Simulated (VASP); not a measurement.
Write the native input for VASP 6.6.1 that does the following.

- Task: relaxation of cell and atoms
- Functional: PBE
- Potentials or basis: VASP PAW PBE potentials, release 64 (W_sv, C)
- Cutoff: 600 eV
- k mesh: 15 × 15 × 15
- Occupations: fermi-dirac, width 0.08 eV
- Spin: no spin polarisation
- Target pressure: 76 GPa
- Dipole correction: no
- Further INCAR settings: ALGO = Normal; EDIFF = 1e-06; IBRION = 2; EDIFFG = -0.005; NSW = 60; ISIF = 3

The structure of WC (CsCl type) lies in POSCAR:

```
WC
1.0
    2.5776415175      0.0000000000      0.0000000000
    0.0000000000      2.5776415175      0.0000000000
    0.0000000000      0.0000000000      2.5776415175
W C
1 1
Direct
    0.0000000000      0.0000000000      0.0000000000
    0.5000000000      0.5000000000      0.5000000000
```

The input as run:

INCAR

```
SYSTEM = WC
PREC = Accurate
ENCUT = 600
EDIFF = 1E-6
ISMEAR = -1
SIGMA = 0.08
LREAL = .FALSE.
LASPH = .TRUE.
NELM = 60
ALGO = Normal
ISIF = 3
LWAVE = .FALSE.
LCHARG = .FALSE.
GGA = PE
IBRION = 2
NSW = 60
EDIFFG = -0.005
PSTRESS = 760.0
```

KPOINTS

```
Automatic mesh
0
G
  15 15 15
  0 0 0
```

Potentials or basis: VASP PAW PBE potentials, release 64 (W_sv, C).

Command:

```sh
$ cat potpaw_PBE.64/W_sv/POTCAR potpaw_PBE.64/C/POTCAR > POTCAR
$ mpirun -np 1 vasp_std > vasp.out
```

It gave:

```json
{
 "Relaxed volume": "8.76 Å³/atom",
 "Relaxed cell": "a = 2.597 Å, b = 2.597 Å, c = 2.597 Å, α = 90.00°, β = 90.00°, γ = 90.00°",
 "Space group after relaxing (to 0.1 Å)": "Pm-3m (No. 221)",
 "Energy change on relaxing (the run minimises the enthalpy)": "-100.4 meV/atom",
 "Ionic steps": "4",
 "Pressure after relaxing": "76.0 GPa",
 "Band gap on the k mesh": "zero (bands 9 and 10 overlap by 8.02 eV)"
}
```

Caveat: the cell is relaxed towards a set pressure, so the run minimises the enthalpy, not the energy; spin-orbit coupling is left out, which moves the levels of the heavy elements.

Wall time 71 s on 1 thread of Intel Xeon 8259CL, on a shared host, peak memory 0.18 GiB.
